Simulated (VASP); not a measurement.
# ZnO (P6_3mc) in VASP: notebook

Aim: see how the results for ZnO move with the level of theory and the settings. Levels: r2SCAN, PBE. Tasks: single point.

Everything below comes from runs of VASP 6.6.1. Logs are shortened: lines on timing, memory, paths and dates and some standing lists are left out, and cuts for length are marked.

## (1) The cell of the first run

Symmetry: P6_3mc, No. 186, hexagonal system. The conventional cell has a = 3.235 Å, b = 3.235 Å, c = 5.211 Å, α = 90.00°, β = 90.00°, γ = 120.00°. Zn (site symmetry 3m) has 4 O at 1.97 to 1.98 Å within 2.6 Å. O (site symmetry 3m) has 4 Zn at 1.97 to 1.98 Å within 2.6 Å.

## (2) Single point, r2SCAN

Contents of POSCAR:

```
ZnO
1.0
    3.2353522072      0.0000000000      0.0000000000
   -1.6176761036      2.8018972017      0.0000000000
    0.0000000000      0.0000000000      5.2109131099
Zn O
2 2
Direct
    0.3333333333      0.6666666667      0.4996551081
    0.6666666667      0.3333333333     -0.0003448919
    0.6666666667      0.3333333333      0.3793548919
    0.3333333333      0.6666666667      0.8793548919
```

Contents of INCAR.step1:

```
ALGO     = Normal         # electronic algorithm
EDIFF    = 1E-4           # SCF threshold, eV
ENCUT    = 520            # plane-wave cutoff, eV
GGA      = PE             # functional
ISMEAR   = 0              # smearing method
LASPH    = T              # aspherical terms in the spheres
LCHARG   = F              # write CHGCAR
LREAL    = F              # projectors in reciprocal space
LWAVE    = T              # write WAVECAR
NBANDS   = 26             # bands
NELM     = 80             # most SCF steps
PREC     = Accurate       # precision mode
SIGMA    = 0.01           # smearing width, eV
```

Contents of INCAR.step2:

```
ALGO     = Normal         # electronic algorithm
EDIFF    = 1E-6           # SCF threshold, eV
ENCUT    = 520            # plane-wave cutoff, eV
ISIF     = 2              # what is computed and relaxed
ISMEAR   = 0              # smearing method
ISTART   = 1            
LASPH    = T              # aspherical terms in the spheres
LCHARG   = F              # write CHGCAR
LMIXTAU  = T            
LREAL    = F              # projectors in reciprocal space
LWAVE    = F              # write WAVECAR
METAGGA  = R2SCAN         # meta-GGA
NBANDS   = 26             # bands
NELM     = 80             # most SCF steps
PREC     = Accurate       # precision mode
SIGMA    = 0.01           # smearing width, eV
```

Contents of KPOINTS:

```
k-points
0
Gamma
  6 6 4
```

Potentials or basis: VASP PAW PBE potentials, release 64 (Zn, O).

The run is started by

```console
> cat potpaw_PBE.64/Zn/POTCAR potpaw_PBE.64/O/POTCAR > POTCAR
> cp INCAR.step1 INCAR
> mpirun -np 1 vasp_std > vasp.out
> cp INCAR.step2 INCAR
> mpirun -np 1 vasp_std > vasp.out
```

OUTCAR:

```text
EDIFF = 1E-6
   ENCUT = 520
   ISIF = 2
   ISMEAR = 0
   ISTART = 1
   LASPH = T
   LREAL = F
   METAGGA = R2SCAN
   NELM = 80
   PREC = Accurate

 ion  position               nearest neighbor table
   1  0.333  0.667  0.500-   3 1.97   3 1.97   3 1.97   4 1.98
   2  0.667  0.333  1.000-   4 1.97   4 1.97   4 1.97   3 1.98
   3  0.667  0.333  0.379-   1 1.97   1 1.97   1 1.97   2 1.98
   4  0.333  0.667  0.879-   2 1.97   2 1.97   2 1.97   1 1.98

  LATTYP: Found a hexagonal cell.
 ALAT       =     3.2353522072
 C/A-ratio  =     1.6106169518

  Lattice vectors:

 A1 = (   3.2353522072,   0.0000000000,   0.0000000000)
 A2 = (  -1.6176761036,   2.8018972017,   0.0000000000)
 A3 = (   0.0000000000,   0.0000000000,   5.2109131099)

Analysis of symmetry for initial positions (statically):
=====================================================================
 Subroutine PRICEL returns:
 Original cell was already a primitive cell.

 Routine SETGRP: Setting up the symmetry group for a
 hexagonal supercell.

 Subroutine GETGRP returns: Found 12 space group operations
 (whereof  6 operations were pure point group operations)
 out of a pool of 24 trial point group operations.

The static configuration has the point symmetry C_3v.
 The point group associated with its full space group is C_6v.

Analysis of symmetry for dynamics (positions and initial velocities):
=====================================================================
 Subroutine PRICEL returns:
 Original cell was already a primitive cell.

 Routine SETGRP: Setting up the symmetry group for a
 hexagonal supercell.

 Subroutine GETGRP returns: Found 12 space group operations
 (whereof  6 operations were pure point group operations)
 out of a pool of 24 trial point group operations.

The dynamic configuration has the point symmetry C_3v.
 The point group associated with its full space group is C_6v.

 Subroutine INISYM returns: Found 12 space group operations
 (whereof  6 operations are pure point group operations),
 and found     1 'primitive' translations

----------------------------------------------------------------------------------------

                                     Primitive cell

[... 85 lines left out ...]
   LNONCOLLINEAR =      F non collinear calculations
   LSORBIT =      F    spin-orbit coupling
   LASPH  =      T    aspherical Exc in radial PAW
   ENCUT  =  520.0 eV  38.22 Ry    6.18 a.u.   6.02  6.02  9.69*2*pi/ulx,y,z
   NELM   =     80;   NELMIN=  2; NELMDL=  0     # of ELM steps
   EDIFF  = 0.1E-05   stopping-criterion for ELM
   LREAL  =      F    real-space projection
   EDIFFG = 0.1E-04   stopping-criterion for IOM
   NSW    =      0    number of steps for IOM
   IBRION =     -1    ionic relax: 0-MD 1-quasi-New 2-CG
   NFREE  =      0    steps in history (QN), initial steepest desc. (CG)
   ISIF   =      2    stress and relaxation
   ISYM   =      2    0-nonsym 1-usesym 2-fastsym
   POTIM  = 0.5000    time-step for ionic-motion
   TEBEG  =    0.0;   TEEND  =   0.0 temperature during run
   PSTRESS=    0.0 pullay stress
   NELECT =      36.0000    total number of electrons
   NUPDOWN=      -1.0000    fix difference up-down
   EMIN   =  10.00;   EMAX   =-10.00  energy-range for DOS
   EFERMI =   0.00;   METHOD = LEGACY
   ISMEAR =     0;   SIGMA  =   0.01  broadening in eV -4-tet -1-fermi 0-gaus
   EFERMI_NEDOS =   21; number of points for ismear=-14 and -15
   IALGO  =     38    algorithm
   IMIX   =      4    mixing-type and parameters
     AMIX     =   0.40;   BMIX     =  1.00
     AMIX_MAG =   1.60;   BMIX_MAG =  1.00
  volume/ion in A,a.u.               =      11.81        79.69
  Fermi-wavevector in a.u.,A,eV,Ry     =   1.495362  2.825825 30.424107  2.236109
  Thomas-Fermi vector in A             =   2.607517
   LORBIT       =      0    0 simple, 1 ext, 2 COOP (PROOUT), +10 PAW based schemes
   METAGGA = R2SCAN    functional components
   LHFCALC =     F    Hartree Fock is set to
   AEXX    =    0.0000 exact exchange contribution
   IVDW    =     0    specifies the selected vdW correction
   LEPSILON=     F    determine dielectric tensor
   LRPA    =     F    only Hartree local field effects (RPA)
 non-spin polarized calculation
 Gauss-broadening in eV      SIGMA  =   0.01
  energy-cutoff  :      520.00
  volume of cell :       47.24
 maximum number of plane-waves:      1296
   NGX = 13   NGY = 13   NGZ = 19

 number of electron      36.0000015 magnetization

 Free energy of the ion-electron system (eV)
  ---------------------------------------------------
  ext. energy  EPLUGINS =         0.00000000
  ---------------------------------------------------
  free energy    TOTEN  =       -36.31586745 eV

  energy without entropy =      -36.31586745  energy(sigma->0) =      -36.31586745

 E-fermi :   1.0024     XC(G=0): -11.7061

 val. band max:        0.9202143123   @ k =   0.0000   0.0000   0.0000
 cond. band min:       2.1541293849   @ k =   0.0000   0.0000   0.0000
 fundamental gap:      1.2339150726
 Fermi energy:         1.0023559770

 k-point     1 :       0.0000    0.0000    0.0000
  band No.  band energies     occupation
      1     -18.2254      2.00000
      2     -17.5291      2.00000
      3      -4.9389      2.00000
      4      -4.9389      2.00000
      5      -4.8813      2.00000
      6      -4.8347      2.00000
[... 598 lines left out ...]
     25      17.2993      0.00000
     26      17.2993      0.00000

------------------------ aborting loop because EDIFF is reached ----------------------------------------

  FORCE on cell =-STRESS in cart. coord.  units (eV):
  Direction    XX          YY          ZZ          XY          YZ          ZX
  --------------------------------------------------------------------------------------
  -------------------------------------------------------------------------------------
  Total        0.2889820      0.2889820      0.3180566      0.0000000     -0.0000000      0.0000000
  in kB        9.8015283      9.8015283     10.7876648      0.0000000     -0.0000000      0.0000000
  external PRESSURE =      10.1302404 kB  Pullay stress =       0.0000000 kB

 VOLUME and BASIS-vectors are now :
 -----------------------------------------------------------------------------
  energy-cutoff  :      520.00
  volume of cell :       47.24
      direct lattice vectors                 reciprocal lattice vectors
     3.235352207  0.000000000  0.000000000     0.309085359  0.178450515  0.000000000
    -1.617676104  2.801897202  0.000000000     0.000000000  0.356901031  0.000000000
     0.000000000  0.000000000  5.210913110     0.000000000  0.000000000  0.191904946

 POSITION                                       TOTAL-FORCE (eV/Angst)
 -----------------------------------------------------------------------------------
     -0.00000      1.86793      2.60366         0.000000     -0.000000     -0.008306
      1.61768      0.93397      5.20912        -0.000000      0.000000     -0.008306
      1.61768      0.93397      1.97679        -0.000000     -0.000000      0.008306
     -0.00000      1.86793      4.58224        -0.000000     -0.000000      0.008306
 -----------------------------------------------------------------------------------
    total drift:                                0.000001      0.000001     -0.074157

  FREE ENERGIE OF THE ION-ELECTRON SYSTEM (eV)
  ---------------------------------------------------
  free  energy   TOTEN  =       -36.3158674547 eV

  energy  without entropy=      -36.3158674547  energy(sigma->0) =      -36.31586745
```

It took 2 min on 1 thread of Intel Xeon 8259CL, shared host; peak memory 0.18 GiB.

What came out:

```
Free energy            : -36.3159 eV
Pressure               : 1.0 GPa
Largest force          : 0.008 eV/Å
Band gap on the k mesh : 1.23 eV
```

Forces in eV/Å, atoms in the order of the input:
```
Zn   0.000  0.000 -0.008
Zn   0.000  0.000 -0.008
O    0.000  0.000  0.008
O    0.000  0.000  0.008
```

Stress tensor (GPa, compression positive):
```
0.98 0.00 0.00
0.00 0.98 0.00
0.00 0.00 1.08
```

Levels at points of the mesh, in eV from the valence-band top:
```csv
k point,band 16,band 17,band 18,band 19,band 20,band 21
"(0.00, 0.00, 0.00)",-0.10,0.00,0.00,1.23,5.87,8.83
"(0.50, 0.00, 0.00)",-2.34,-1.31,-0.87,6.43,7.36,8.08
"(0.00, 0.00, 0.50)",-0.40,-0.40,-0.40,3.94,3.94,10.83
"(0.50, 0.00, 0.50)",-1.56,-1.41,-1.41,6.25,6.25,9.18
```

Caveat: the PAW data sets were made with another functional, which shifts forces and pressure a little.

## (3) Single point, PBE

Contents of INCAR:

```
SYSTEM = ZnO
  ALGO = Normal
  EDIFF = 1E-7
  ENCUT = 520
  GGA = PE
  ISIF = 2
  ISMEAR = 0
  ISYM = 0
  LASPH = .TRUE.
  LCHARG = .FALSE.
  LREAL = .FALSE.
  LWAVE = .FALSE.
  NBANDS = 26
  NELM = 80
  PREC = Accurate
  SIGMA = 0.01
```

Contents of KPOINTS:

```
k-points
0
G
  6 6 4
  0 0 0
```

POSCAR is that of step 2.

Potentials or basis: VASP PAW PBE potentials, release 64 (Zn, O).

The run is started by

```console
> cat potpaw_PBE.64/Zn/POTCAR potpaw_PBE.64/O/POTCAR > POTCAR
> mpirun -np 1 vasp_std > vasp.out
```

Wall time 80 s (1 thread of Intel Xeon 8259CL, shared host); peak memory 0.21 GiB.

The run converged. Its results:

```
Free energy            : -17.8062 eV
Pressure               : 7.2 GPa
Largest force          : 0.004 eV/Å
Band gap on the k mesh : 0.79 eV
```

Forces on the atoms (eV/Å):
```
Zn   0.000  0.000  0.004
Zn   0.000  0.000  0.004
O    0.000  0.000 -0.004
O    0.000  0.000 -0.004
```

Stress tensor (GPa, compression positive):
```
7.13 0.00 0.00
0.00 7.12 0.00
0.00 0.00 7.22
```

Levels at points of the mesh, in eV from the valence-band top:
```
           k point  band 14  band 15  band 16  band 17  band 18  band 19  band 20  band 21  band 22  band 23
(0.00, 0.00, 0.00)    -0.80    -0.80    -0.09     0.00     0.00     0.79     5.24     8.23    12.93    12.93
(0.50, 0.00, 0.00)    -3.58    -2.85    -2.29    -1.30    -0.85     5.81     6.87     7.59     8.55    10.62
(0.00, 0.50, 0.00)    -3.58    -2.85    -2.29    -1.30    -0.85     5.81     6.87     7.59     8.55    10.62
(0.50, 0.50, 0.00)    -3.58    -2.85    -2.29    -1.30    -0.85     5.81     6.87     7.59     8.55    10.62
(0.00, 0.00, 0.50)    -2.25    -0.40    -0.40    -0.40    -0.40     3.47     3.47    10.10    10.10    13.22
(0.50, 0.00, 0.50)    -3.77    -1.53    -1.53    -1.39    -1.39     5.72     5.72     8.47     8.47    11.32
(0.00, 0.50, 0.50)    -3.77    -1.53    -1.53    -1.39    -1.39     5.72     5.72     8.47     8.47    11.32
(0.50, 0.50, 0.50)    -3.77    -1.53    -1.53    -1.39    -1.39     5.72     5.72     8.47     8.47    11.32
```

Caveat: the cell stands under pressure.

## (4) Single point, PBE

Contents of INCAR:

```
PREC = Accurate
ENCUT = 520
EDIFF = 1E-7
ISMEAR = 0
SIGMA = 0.01
LREAL = False
LASPH = True
NELM = 80
ALGO = Normal
ISIF = 2
LWAVE = False
LCHARG = False
GGA = PE
NBANDS = 26
ISYM = 0
```

Contents of KPOINTS:

```
Automatic mesh
0
Gamma
  6 6 4
  0.5 0.5 0.5
```

POSCAR is that of step 3.

The run is started by

```console
> cat potpaw_PBE.64/Zn/POTCAR potpaw_PBE.64/O/POTCAR > POTCAR
> mpirun -np 1 vasp_std > vasp.out
```

Run time: 4.2 min. Hardware: 1 thread of Intel Xeon 8259CL, shared host; peak memory 0.33 GiB.

It converged, with:

| Item | Value |
| --- | --- |
| Free energy | -17.8093 eV |
| Pressure | 7.2 GPa |
| Largest force | 0.004 eV/Å |
| Band gap on the k mesh | 1.71 eV |

Forces on the atoms (eV/Å):
```
Zn   0.000  0.000  0.004
Zn   0.000  0.000  0.004
O    0.000  0.000 -0.004
O    0.000  0.000 -0.004
```

Stress tensor (GPa, compression positive):
```
7.13 0.00 0.00
0.00 7.13 0.00
0.00 0.00 7.27
```

Levels at points of the mesh, in eV from the valence-band top:
```csv
k point,band 15,band 16,band 17,band 18,band 19,band 20,band 21,band 22
"(0.08, 0.08, 0.12)",-1.15,-0.85,-0.19,-0.12,2.29,5.96,8.44,11.37
```

Caveat: the cell stands under pressure; a shifted mesh leaves out Γ, where band edges can lie.

## (5) Summary

```tsv
level	k mesh	gap on the mesh (eV)	pressure (GPa)
r2SCAN	6 × 6 × 4	1.23	1.0
PBE	6 × 6 × 4	0.79	7.2
PBE	6 × 6 × 4, shifted	1.71	7.2
```

Alike in all rows: task single point; potentials or basis VASP PAW PBE potentials, release 64 (Zn, O); no spin polarisation; cell as given; cutoff (eV) 520; smearing gaussian 0.01 eV.

The pressure there spans 1.0 GPa (r2SCAN) to 7.2 GPa (PBE); a positive pressure means that this level wants a larger cell, a negative one a smaller.

Caveats: the cell stands under pressure (at least some runs); the PAW data sets were made with another functional, which shifts forces and pressure a little (at least some runs); a shifted mesh leaves out Γ, where band edges can lie (at least some runs).

Absolute energies hang on the potentials; compare differences alone.
